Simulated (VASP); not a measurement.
# P in VASP: notebook, part 3 of 3

VASP 6.6.1.

## (4) Single point, r2SCAN

Input file POSCAR:

```
P
1.0
    3.2800000000      0.0000000000      0.0000000000
   -1.6400000000      2.8405633244      0.0000000000
    0.0000000000      0.0000000000     28.0000000000
P
2
Direct
    0.3333333333      0.6666666667      0.5280892857
    0.6666666667      0.3333333333      0.4719107143
```

Input file INCAR.step1:

```
SYSTEM = P
  PREC = Accurate
  ENCUT = 520
  ISMEAR = 0
  SIGMA = 0.02
  LREAL = .False.
  LASPH = .True.
  NELM = 80
  LDIPOL = .True.
  IDIPOL = 3
  DIPOL = 0.5 0.5 0.500
  NBANDS = 12
  GGA = PE
  ALGO = Normal
  EDIFF = 1E-4
  LWAVE = .True.
  LCHARG = .False.
```

Input file INCAR.step2:

```
SYSTEM = P
  PREC = Accurate
  ENCUT = 520
  EDIFF = 1E-6
  ISMEAR = 0
  SIGMA = 0.02
  LREAL = .False.
  LASPH = .True.
  NELM = 80
  ALGO = Normal
  ISIF = 2
  LWAVE = .False.
  LCHARG = .False.
  LDIPOL = .True.
  IDIPOL = 3
  DIPOL = 0.5 0.5 0.500
  METAGGA = R2SCAN
  LMIXTAU = .True.
  NBANDS = 12
  ISTART = 1
```

Input file KPOINTS:

```
regular mesh
0
Gamma
  9 9 1
  0 0 0
```

Potentials or basis: VASP PAW PBE potentials, release 64 (P).

Command:

```console
$ cat potpaw_PBE.64/P/POTCAR > POTCAR
$ cp INCAR.step1 INCAR
$ mpirun -np 1 vasp_std > vasp.out
$ cp INCAR.step2 INCAR
$ mpirun -np 1 vasp_std > vasp.out
```

OUTCAR:

```text
SYSTEM = P
   PREC = Accurate
   ENCUT = 520
   EDIFF = 1E-6
   ISMEAR = 0
   LREAL = .False.
   LASPH = .True.
   NELM = 80
   ISIF = 2
   METAGGA = R2SCAN
   ISTART = 1

 ion  position               nearest neighbor table
   1  0.333  0.667  0.528-   2 2.46   2 2.46   2 2.46
   2  0.667  0.333  0.472-   1 2.46   1 2.46   1 2.46

  LATTYP: Found a hexagonal cell.
 ALAT       =     3.2800000000
 C/A-ratio  =     8.5365853659

  Lattice vectors:

 A1 = (   3.2800000000,   0.0000000000,   0.0000000000)
 A2 = (  -1.6400000000,   2.8405633244,   0.0000000000)
 A3 = (   0.0000000000,   0.0000000000,  28.0000000000)

Analysis of symmetry for initial positions (statically):
=====================================================================
 Subroutine PRICEL returns:
 Original cell was already a primitive cell.

 Routine SETGRP: Setting up the symmetry group for a
 hexagonal supercell.

 Subroutine GETGRP returns: Found 12 space group operations
 (whereof 12 operations were pure point group operations)
 out of a pool of 24 trial point group operations.

The static configuration has the point symmetry D_3d.

Analysis of symmetry for dynamics (positions and initial velocities):
=====================================================================
 Subroutine PRICEL returns:
 Original cell was already a primitive cell.

 Routine SETGRP: Setting up the symmetry group for a
 hexagonal supercell.

 Subroutine GETGRP returns: Found 12 space group operations
 (whereof 12 operations were pure point group operations)
 out of a pool of 24 trial point group operations.

The dynamic configuration has the point symmetry D_3d.

 Subroutine INISYM returns: Found 12 space group operations
 (whereof 12 operations are pure point group operations),
 and found     1 'primitive' translations

----------------------------------------------------------------------------------------

                                     Primitive cell

  volume of cell :     260.8773
[... 110 lines left out ...]
  volume of cell :      260.88
 maximum number of plane-waves:      7086
   NGX = 13   NGY = 13   NGZ =105

 number of electron       9.9999997 magnetization

 dipolmoment           0.000000      0.000000     -0.000000 electrons x Angstroem

 Free energy of the ion-electron system (eV)
  ---------------------------------------------------
  ext. energy  EPLUGINS =         0.00000000
  ---------------------------------------------------
  free energy    TOTEN  =       -16.90741065 eV

  energy without entropy =      -16.90737315  energy(sigma->0) =      -16.90739190

 E-fermi :  -2.7741     XC(G=0):  -1.9150

 val. band max:       -2.8070050684   @ k =   0.3333   0.3333   0.0000
 cond. band min:      -2.7412937067   @ k =   0.0000   0.0000   0.0000
 fundamental gap:      0.0657113616
 Fermi energy:        -2.7741493866

 k-point     1 :       0.0000    0.0000    0.0000
  band No.  band energies     occupation
      1     -17.6883      2.00000
      2     -11.7937      2.00000
      3      -5.7035      2.00000
      4      -2.7413      0.02017
      5      -2.7413      0.02017
      6       0.2014      0.00000
      7       0.2958      0.00000
      8       0.2958      0.00000
      9       1.5662      0.00000
     10       1.6849      0.00000
     11       1.8688      0.00000
     12       2.1551      0.00000
[... 151 lines left out ...]
 k-point    12 :       0.3333    0.3333    0.0000
  band No.  band energies     occupation
      1     -13.1845      2.00000
      2     -13.1845      2.00000
      3      -8.3641      2.00000
      4      -6.3179      2.00000
      5      -6.3179      2.00000
      6      -2.8070      1.97983
      7       0.0829      0.00000
      8       0.0829      0.00000
      9       4.4768      0.00000
     10       6.8379      0.00000
     11       6.8380      0.00000
     12       7.4587      0.00000

------------------------ aborting loop because EDIFF is reached ----------------------------------------

 vacuum level on the upper side and lower side of the slab       (xc-potential included)        -0.030        -0.030

  FORCE on cell =-STRESS in cart. coord.  units (eV):
  Direction    XX          YY          ZZ          XY          YZ          ZX
  --------------------------------------------------------------------------------------
  -------------------------------------------------------------------------------------
  Total       -1.0132798     -1.0132798     -6.9924958      0.0000000     -0.0000000      0.0000000
  in kB       -6.2230546     -6.2230546    -42.9443907      0.0000000     -0.0000000      0.0000000
  external PRESSURE =     -18.4635000 kB  Pullay stress =       0.0000000 kB

 VOLUME and BASIS-vectors are now :
 -----------------------------------------------------------------------------
  energy-cutoff  :      520.00
  volume of cell :      260.88
      direct lattice vectors                 reciprocal lattice vectors
     3.280000000  0.000000000  0.000000000     0.304878049  0.176021424  0.000000000
    -1.640000000  2.840563324  0.000000000     0.000000000  0.352042847  0.000000000
     0.000000000  0.000000000 28.000000000     0.000000000  0.000000000  0.035714286

 POSITION                                       TOTAL-FORCE (eV/Angst)
 -----------------------------------------------------------------------------------
     -0.00000      1.89371     14.78650        -0.000000      0.000000     -4.438552
      1.64000      0.94685     13.21350         0.000000     -0.000000      4.438552
 -----------------------------------------------------------------------------------
    total drift:                                0.000000     -0.000000      0.000000

  FREE ENERGIE OF THE ION-ELECTRON SYSTEM (eV)
  ---------------------------------------------------
  free  energy   TOTEN  =       -16.9074106504 eV

  energy  without entropy=      -16.9073731546  energy(sigma->0) =      -16.90739190

 vacuum level on the upper side and lower side of the slab         1.567         1.567
```

OUTCAR.step1:

```text
SYSTEM = P
   PREC = Accurate
   ENCUT = 520
   ISMEAR = 0
   LREAL = .False.
   LASPH = .True.
   NELM = 80
   GGA = PE
   EDIFF = 1E-4

[... 389 lines left out ...]
     -0.00000      1.89371     14.78650        -0.000000      0.000000     -3.978692
      1.64000      0.94685     13.21350         0.000000     -0.000000      3.978692
 -----------------------------------------------------------------------------------
    total drift:                                0.000000      0.000000      0.000000

  FREE ENERGIE OF THE ION-ELECTRON SYSTEM (eV)
  ---------------------------------------------------
  free  energy   TOTEN  =        -9.9422785601 eV

  energy  without entropy=       -9.9422785601  energy(sigma->0) =       -9.94227856

 vacuum level on the upper side and lower side of the slab         1.580         1.580
```

It took 2.6 min on 1 thread of AMD EPYC 9R45 (Zen 5), shared host; peak memory 0.34 GiB.

Results:

| Item | Value |
| --- | --- |
| Free energy | -16.9074 eV |
| Largest force | 4.439 eV/Å |
| Band gap on the k mesh | zero (bands 5 and 6 overlap by 0.07 eV) |

Forces on the atoms (eV/Å):
```
P    0.000  0.000 -4.439
P    0.000  0.000  4.439
```

Caveat: the PAW data sets were made with another functional, which shifts forces and pressure a little.

## (5) Single point, r2SCAN

Input file POSCAR:

```
P
1.0
    3.2800000000      0.0000000000      0.0000000000
   -1.6400000000      2.8405633244      0.0000000000
    0.0000000000      0.0000000000     28.0000000000
P
2
Direct
    0.3333333333      0.6666666667      0.5046785714
    0.6666666667      0.3333333333      0.4953214286
```

Input file INCAR.step1:

```
SYSTEM = P
ALGO = Normal ; DIPOL = 0.5 0.5 0.500
EDIFF = 1E-4 ; ENCUT = 520
GGA = PE ; IDIPOL = 3
ISMEAR = 0 ; LASPH = .True.
LCHARG = .False. ; LDIPOL = .True.
LREAL = .False. ; LWAVE = .True.
NBANDS = 12 ; NELM = 100
PREC = Accurate ; SIGMA = 0.02
```

Input file INCAR.step2:

```
SYSTEM = P
ALGO = Normal ; DIPOL = 0.5 0.5 0.500
EDIFF = 1E-6 ; ENCUT = 520
IDIPOL = 3 ; ISIF = 2
ISMEAR = 0 ; ISTART = 1
LASPH = .True. ; LCHARG = .True.
LDIPOL = .True. ; LELF = .True.
LMIXTAU = .True. ; LREAL = .False.
LVACPOTAV = .True. ; LVHAR = .True.
LWAVE = .False. ; METAGGA = R2SCAN
NBANDS = 12 ; NELM = 100
PREC = Accurate ; SIGMA = 0.02
```

Input file KPOINTS:

```
k-points
0
Gamma
  9 9 1
  0 0 0
```

Command:

```console
$ cat potpaw_PBE.64/P/POTCAR > POTCAR
$ cp INCAR.step1 INCAR
$ mpirun -np 1 vasp_std > vasp.out
$ cp INCAR.step2 INCAR
$ mpirun -np 1 vasp_std > vasp.out
```

Wall time 2.9 min (1 thread of AMD EPYC 9R45 (Zen 5), shared host); peak memory 0.34 GiB.

Results (log left out):

* Free energy: -14.5526 eV
* Largest force: 2.221 eV/Å
* Band gap on the k mesh: zero (bands 5 and 6 overlap by 2.07 eV)
* Work function of the upper face: 3.70 eV
* Work function of the lower face: 3.70 eV

Forces on the atoms (eV/Å):
```
P    0.000  0.000  2.221
P    0.000  0.000 -2.221
```

Levels at points of the mesh, in eV from the Fermi level:
```
           k point  band 1  band 2  band 3  band 4  band 5  band 6  band 7  band 8  band 9  band 10
(0.00, 0.00, 0.00)  -19.02   -7.55   -5.86   -5.86    0.54    0.54    1.23    1.49    3.68     3.76
```

Caveat: the PAW data sets were made with another functional, which shifts forces and pressure a little.

## (6) The runs side by side

```tsv
cell	gap on the mesh (eV)	largest force (eV/Å)
as given, atomic positions A	none	4.01
as given, atomic positions B	1.07	2.81
as given, atomic positions C	none	4.44
as given, atomic positions D	none	2.22
```

Alike in all rows: task single point; level r2SCAN; potentials or basis VASP PAW PBE potentials, release 64 (P); no spin polarisation; k mesh 9 × 9 × 1; cutoff (eV) 520; smearing gaussian 0.02 eV.

Caveats: the PAW data sets were made with another functional, which shifts forces and pressure a little.

Total energies depend on the potentials used, so only differences within one code and one set of settings carry meaning.
